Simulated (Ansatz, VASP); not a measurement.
# One calculation of BN, two programs

```
CELL_PARAMETERS angstrom
2.60910 0.00149 0.00000
1.30324 2.26031 0.00000
0.00000 0.00000 26.00000
ATOMIC_POSITIONS crystal
B 0.49998 0.49998 0.50000
N 0.83332 0.83332 0.50000
```

Change from the starting cell: biaxial strain +0.040, atoms relaxed.

Alike in both runs: task relaxation of the atoms; functional PBE; dispersion D3(BJ); k mesh 10 × 10 × 1; occupations gaussian, width 0.02 eV; no spin polarisation.

|  | VASP | Ansatz |
| --- | --- | --- |
| version | VASP 6.6.1 | Ansatz 0.2.0 |
| potentials or method | VASP PAW PBE potentials, release 64 (B, N), cutoff 520 eV | scalar-relativistic, plane waves, PAW |
| valence electrons in the cell | 8 | 8 |

```csv
,VASP,Ansatz,Ansatz less VASP
"gap on the k mesh at the Fermi level, each at its own relaxed structure (eV)",4.66,4.66,+0.002
```

Ansatz's warnings: near symmetry operations not taken, stress scf threshold loose, xc potential rough in thin density.

Noted on VASP's run: the relaxation stopped at its first step, so nothing moved.
